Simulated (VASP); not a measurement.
# MgSnO2 (P4_2/mmc) in VASP: further runs, part 5 of 5

VASP 6.6.1. The steps go on from the part before.

### Step 6. Single point, PBE

INCAR

```
PREC = Accurate
ENCUT = 520
EDIFF = 1E-7
ISMEAR = 0
SIGMA = 0.1
LREAL = F
LASPH = T
NELM = 60
ALGO = Normal
ISIF = 2
LWAVE = F
LCHARG = F
GGA = PE
NBANDS = 38
```

KPOINTS

```
regular mesh
0
Gamma
  8 8 6
```

POSCAR

```
MgSnO2
1.0
    5.1719412337      0.0000000000      0.0000000000
    0.0000000000      5.1719412337      0.0000000000
    0.0000000000      0.0000000000      7.0850950958
Mg Sn O
2 2 4
Direct
    0.5000000000      0.5000000000      0.0000000000
    0.5000000000      0.5000000000      0.5000000000
    0.0000000000      0.5000000000      0.5000000000
    0.5000000000      0.0000000000      0.0000000000
    0.0000000000      0.0000000000      0.2500000000
    0.0000000000      0.0000000000      0.7500000000
    0.5000000000      0.5000000000      0.2500000000
    0.5000000000      0.5000000000      0.7500000000
```

Potentials or basis: VASP PAW PBE potentials, release 64 (Mg, Sn_d, O).

Command:

```
$ cat potpaw_PBE.64/Mg/POTCAR potpaw_PBE.64/Sn_d/POTCAR potpaw_PBE.64/O/POTCAR > POTCAR
$ mpirun -np 1 vasp_std > vasp.out
```

OUTCAR:

```text
PREC = Accurate
   ENCUT = 520
   EDIFF = 1E-7
   ISMEAR = 0
   LREAL = F
   LASPH = T
   NELM = 60
   ISIF = 2
   GGA = PE

 ion  position               nearest neighbor table
   1  0.500  0.500  0.000-   7 1.77   8 1.77   4 2.59   4 2.59   2 3.54   2 3.54
   2  0.500  0.500  0.500-   7 1.77   8 1.77   3 2.59   3 2.59   1 3.54   1 3.54
   3  0.000  0.500  0.500-   2 2.59   2 2.59
   4  0.500  0.000  0.000-   1 2.59   1 2.59
   5  0.000  0.000  0.250-
   6  0.000  0.000  0.750-
   7  0.500  0.500  0.250-   1 1.77   2 1.77
   8  0.500  0.500  0.750-   1 1.77   2 1.77

  LATTYP: Found a simple tetragonal cell.
 ALAT       =     5.1719412337
 C/A-ratio  =     1.3699102089

  Lattice vectors:

 A1 = (   5.1719412337,   0.0000000000,   0.0000000000)
 A2 = (   0.0000000000,   5.1719412337,   0.0000000000)
 A3 = (   0.0000000000,   0.0000000000,   7.0850950958)

Analysis of symmetry for initial positions (statically):
=====================================================================
 Subroutine PRICEL returns:
 Original cell was already a primitive cell.

 Routine SETGRP: Setting up the symmetry group for a
 simple tetragonal supercell.

 Subroutine GETGRP returns: Found 16 space group operations
 (whereof  8 operations were pure point group operations)
 out of a pool of 16 trial point group operations.

The static configuration has the point symmetry D_2h.
 The point group associated with its full space group is D_4h.

Analysis of symmetry for dynamics (positions and initial velocities):
=====================================================================
 Subroutine PRICEL returns:
 Original cell was already a primitive cell.

 Routine SETGRP: Setting up the symmetry group for a
 simple tetragonal supercell.

 Subroutine GETGRP returns: Found 16 space group operations
 (whereof  8 operations were pure point group operations)
 out of a pool of 16 trial point group operations.

The dynamic configuration has the point symmetry D_2h.
 The point group associated with its full space group is D_4h.

 Subroutine INISYM returns: Found 16 space group operations
 (whereof  8 operations are pure point group operations),
 and found     1 'primitive' translations

----------------------------------------------------------------------------------------

                                     Primitive cell

  volume of cell :     189.5190

  direct lattice vectors                    reciprocal lattice vectors
     5.171941234  0.000000000  0.000000000     0.193350998  0.000000000  0.000000000
     0.000000000  5.171941234  0.000000000     0.000000000  0.193350998  0.000000000
     0.000000000  0.000000000  7.085095096     0.000000000  0.000000000  0.141141366

  length of vectors
     5.171941234  5.171941234  7.085095096     0.193350998  0.193350998  0.141141366

  position of ions in fractional coordinates (direct lattice)
     0.500000000  0.500000000  0.000000000
     0.500000000  0.500000000  0.500000000
     0.000000000  0.500000000  0.500000000
     0.500000000  0.000000000  0.000000000
     0.000000000  0.000000000  0.250000000
     0.000000000  0.000000000  0.750000000
[... 45 lines left out ...]
  0.375000  0.000000  0.000000      4.000000
  0.500000  0.000000  0.000000      2.000000
  0.125000  0.125000  0.000000      4.000000
[... 16 lines left out ...]
  0.375000  0.125000  0.166667     16.000000
  0.500000  0.125000  0.166667      8.000000
 [... further k-points ...]
   k-points           NKPTS =     60   k-points in BZ     NKDIM =     60   number of bands    NBANDS=     38
   number of dos      NEDOS =    301   number of ions     NIONS =      8
   total plane-waves  NPLWV =  86400
   dimension x,y,z NGX =    40 NGY =   40 NGZ =   54
   dimension x,y,z NGXF=    80 NGYF=   80 NGZF=  108
   ions per type =               2   2   4
   NGX,Y,Z   is equivalent  to a cutoff of  12.86, 12.86, 12.67 a.u.
   NGXF,Y,Z  is equivalent  to a cutoff of  25.72, 25.72, 25.34 a.u.
 SYSTEM =  unknown system
   PREC   = accura    normal or accurate (medium, high low for compatibility)
   ISTART =      0    job   : 0-new  1-cont  2-samecut
   ICHARG =      2    charge: 1-file 2-atom 10-const
   ISPIN  =      1    spin polarized calculation?
   LNONCOLLINEAR =      F non collinear calculations
   LSORBIT =      F    spin-orbit coupling
   LASPH  =      T    aspherical Exc in radial PAW
   ENCUT  =  520.0 eV  38.22 Ry    6.18 a.u.   9.62  9.62 13.17*2*pi/ulx,y,z
   NELM   =     60;   NELMIN=  2; NELMDL= -5     # of ELM steps
   EDIFF  = 0.1E-06   stopping-criterion for ELM
   LREAL  =      F    real-space projection
   EDIFFG = 0.1E-05   stopping-criterion for IOM
   NSW    =      0    number of steps for IOM
   IBRION =     -1    ionic relax: 0-MD 1-quasi-New 2-CG
   NFREE  =      0    steps in history (QN), initial steepest desc. (CG)
   ISIF   =      2    stress and relaxation
   ISYM   =      2    0-nonsym 1-usesym 2-fastsym
   POTIM  = 0.5000    time-step for ionic-motion
   TEBEG  =    0.0;   TEEND  =   0.0 temperature during run
   PSTRESS=    0.0 pullay stress
   NELECT =      56.0000    total number of electrons
   NUPDOWN=      -1.0000    fix difference up-down
   EMIN   =  10.00;   EMAX   =-10.00  energy-range for DOS
   EFERMI =   0.00;   METHOD = LEGACY
   ISMEAR =     0;   SIGMA  =   0.10  broadening in eV -4-tet -1-fermi 0-gaus
   EFERMI_NEDOS =   21; number of points for ismear=-14 and -15
   IALGO  =     38    algorithm
   IMIX   =      4    mixing-type and parameters
     AMIX     =   0.40;   BMIX     =  1.00
     AMIX_MAG =   1.60;   BMIX_MAG =  1.00
  volume/ion in A,a.u.               =      23.69       159.87
  Fermi-wavevector in a.u.,A,eV,Ry     =   1.090402  2.060561 16.177002  1.188976
  Thomas-Fermi vector in A             =   2.226625
   LORBIT       =      0    0 simple, 1 ext, 2 COOP (PROOUT), +10 PAW based schemes
   GGA     = PE    functional components
   LHFCALC =     F    Hartree Fock is set to
   AEXX    =    0.0000 exact exchange contribution
   IVDW    =     0    specifies the selected vdW correction
   LEPSILON=     F    determine dielectric tensor
   LRPA    =     F    only Hartree local field effects (RPA)
 non-spin polarized calculation
 Gauss-broadening in eV      SIGMA  =   0.10
  energy-cutoff  :      520.00
  volume of cell :      189.52
 maximum number of plane-waves:      5138
 NGX is ok and might be reduce to    40
   NGX = 19   NGY = 19   NGZ = 27

 number of electron      55.9999986 magnetization

 Free energy of the ion-electron system (eV)
  ---------------------------------------------------
  ext. energy  EPLUGINS =         0.00000000
  ---------------------------------------------------
  free energy    TOTEN  =       -30.70093238 eV

  energy without entropy =      -30.65880781  energy(sigma->0) =      -30.67987010

 E-fermi :   0.9774     XC(G=0):  -7.8582

 val. band max:        0.9727841361   @ k =   0.2500   0.0000   0.0000
 cond. band min:       0.9842121294   @ k =   0.3750   0.2500   0.1667
 fundamental gap:      0.0114279934
 Fermi energy:         0.9773924296

 k-point     1 :       0.0000    0.0000    0.0000
  band No.  band energies     occupation
      1     -21.0602      2.00000
      2     -21.0583      2.00000
      3     -20.9720      2.00000
      4     -20.9720      2.00000
      5     -20.9346      2.00000
      6     -20.9338      2.00000
[... 973 lines left out ...]
     37       7.3755      0.00000
     38       7.9458      0.00000

 [... further k-points ...]

------------------------ aborting loop because EDIFF is reached ----------------------------------------

  FORCE on cell =-STRESS in cart. coord.  units (eV):
  Direction    XX          YY          ZZ          XY          YZ          ZX
  --------------------------------------------------------------------------------------
  -------------------------------------------------------------------------------------
  Total       -0.0387316     -0.0387316      0.2839163      0.0000000      0.0000000      0.0000000
  in kB       -0.3274339     -0.3274339      2.4002032      0.0000000      0.0000000      0.0000000
  external PRESSURE =       0.5817784 kB  Pullay stress =       0.0000000 kB

 VOLUME and BASIS-vectors are now :
 -----------------------------------------------------------------------------
  energy-cutoff  :      520.00
  volume of cell :      189.52
      direct lattice vectors                 reciprocal lattice vectors
     5.171941234  0.000000000  0.000000000     0.193350998  0.000000000  0.000000000
     0.000000000  5.171941234  0.000000000     0.000000000  0.193350998  0.000000000
     0.000000000  0.000000000  7.085095096     0.000000000  0.000000000  0.141141366

 POSITION                                       TOTAL-FORCE (eV/Angst)
 -----------------------------------------------------------------------------------
      2.58597      2.58597      0.00000        -0.000000     -0.000000      0.000000
      2.58597      2.58597      3.54255        -0.000000     -0.000000      0.000000
      0.00000      2.58597      3.54255        -0.000000     -0.000000      0.000000
      2.58597      0.00000      0.00000        -0.000000     -0.000000      0.000000
      0.00000      0.00000      1.77127        -0.000000      0.000000     -0.000000
      0.00000      0.00000      5.31382         0.000000     -0.000000     -0.000000
      2.58597      2.58597      1.77127        -0.000000      0.000000      0.000000
      2.58597      2.58597      5.31382        -0.000000      0.000000      0.000000
 -----------------------------------------------------------------------------------
    total drift:                               -0.000000      0.000000     -0.000000

  FREE ENERGIE OF THE ION-ELECTRON SYSTEM (eV)
  ---------------------------------------------------
  free  energy   TOTEN  =       -30.7009323785 eV

  energy  without entropy=      -30.6588078132  energy(sigma->0) =      -30.67987010
```

It took 4 min on 1 thread of Intel Xeon 6975P-C (Granite Rapids), shared host; peak memory 0.52 GiB.

What came out:

* Free energy: -30.7009 eV
* Pressure: 0.1 GPa
* Band gap on the k mesh: zero (bands 28 and 29 overlap by 0.17 eV)

Levels at points of the mesh, in eV from the Fermi level:
| k point | band 26 | band 27 | band 28 | band 29 | band 30 | band 31 |
| --- | --- | --- | --- | --- | --- | --- |
| (0.00, 0.00, 0.00) | -0.28 | -0.28 | -0.04 | 0.70 | 0.70 | 1.09 |
| (0.50, 0.00, 0.00) | -0.59 | -0.34 | 0.02 | 0.20 | 0.86 | 1.99 |
| (0.50, 0.50, 0.00) | -0.48 | -0.23 | -0.23 | 0.08 | 0.66 | 1.15 |
| (0.00, 0.00, 0.50) | -0.38 | -0.32 | -0.32 | 0.96 | 0.96 | 1.41 |
| (0.50, 0.00, 0.50) | -0.45 | -0.19 | -0.07 | 0.24 | 0.93 | 1.94 |
| (0.50, 0.50, 0.50) | -0.55 | -0.13 | -0.13 | -0.08 | -0.08 | 2.29 |

Caveat: semilocal functionals underestimate gaps, and a narrow one can read as zero; spin-orbit coupling is left out, which moves the levels of the heavy elements.

### Step 7. The runs side by side

| task | cell | k mesh | cutoff (eV) | smearing | gap on the mesh (eV) | pressure (GPa) |
| --- | --- | --- | --- | --- | --- | --- |
| single point | a = 5.172, b = 5.172, c = 7.085 Å, 8 atoms | 4 × 4 × 4 | 520 | gaussian 0.1 eV | none | 0.1 |
| single point | a = 5.172, b = 5.172, c = 7.085 Å, 8 atoms | 4 × 4 × 4 | 520 | gaussian 0.2 eV | none | 0.2 |
| single point | a = 4.539, b = 4.539, c = 6.130 Å, 8 atoms | 4 × 4 × 4 | 520 | gaussian 0.1 eV | none | 43.2 |
| relaxation of cell and atoms | relaxed from a = 4.539, b = 4.539, c = 6.130 Å, 8 atoms | 4 × 4 × 4 | 600 | gaussian 0.1 eV | none | 0.0 |
| single point | a = 5.172, b = 5.172, c = 7.085 Å, 8 atoms | 8 × 8 × 6 | 520 | gaussian 0.1 eV | none | 0.1 |

Alike in all rows: level PBE; potentials or basis VASP PAW PBE potentials, release 64 (Mg, Sn_d, O); no spin polarisation.

Caveats: semilocal functionals underestimate gaps, and a narrow one can read as zero; spin-orbit coupling is left out, which moves the levels of the heavy elements; the stress differs along the axes, from 20 to 90 GPa (at least some runs).

Total energies depend on the potentials used, so only differences within one code and one set of settings carry meaning.

The gap in the log of VASP goes by the Fermi energy; the results here count the filled bands.